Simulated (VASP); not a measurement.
A run of VASP 6.6.1 is set up as follows.

File INCAR:

```
ALGO = Fast
EDIFF = 1E-7
ENCUT = 520
GGA = PE
ISIF = 2
ISMEAR = 0
LASPH = T
LCHARG = F
LREAL = F
LWAVE = F
NBANDS = 36
NELM = 100
PREC = Accurate
SIGMA = 0.1
```

Contents of KPOINTS:

```
k-points
0
Gamma
  6 6 6
```

POSCAR

```
Hf5Si
1.0
    2.6660112555      1.5392223160      4.6876240618
   -2.6660112555      1.5392223160      4.6876240618
    0.0000000000     -3.0784446320      4.6876240618
Hf Si
5 1
Direct
    0.1513621527      0.1513621527      0.1513621527
    0.6045557556      0.3954442444      0.0000000000
    0.0000000000      0.6045557556      0.3954442444
    0.8486378473      0.8486378473      0.8486378473
    0.3954442444      0.0000000000      0.6045557556
    0.5000000000      0.5000000000      0.5000000000
```

Potentials or basis: VASP PAW PBE potentials, release 64 (Hf_pv, Si).

Command:

```bash
$ cat potpaw_PBE.64/Hf_pv/POTCAR potpaw_PBE.64/Si/POTCAR > POTCAR
$ mpirun -np 1 vasp_std > vasp.out
```

Question: Predict the largest force.

Answer: 0.199 eV/Å.

Question: What does it give for the pressure?

Answer: 9.8 GPa.

Question: Estimate the band gap on the k mesh.

Answer: Zero (bands 27 and 28 overlap by 0.64 eV).

Forces in eV/Å, atoms in the order of the input:
```
Hf   0.000  0.000 -0.006
Hf   0.199  0.000  0.000
Hf  -0.099  0.172  0.000
Hf   0.000  0.000  0.006
Hf  -0.099 -0.172  0.000
Si   0.000  0.000  0.000
```

Caveat: the cell stands under pressure; spin-orbit coupling is left out, which moves the levels of the heavy elements.
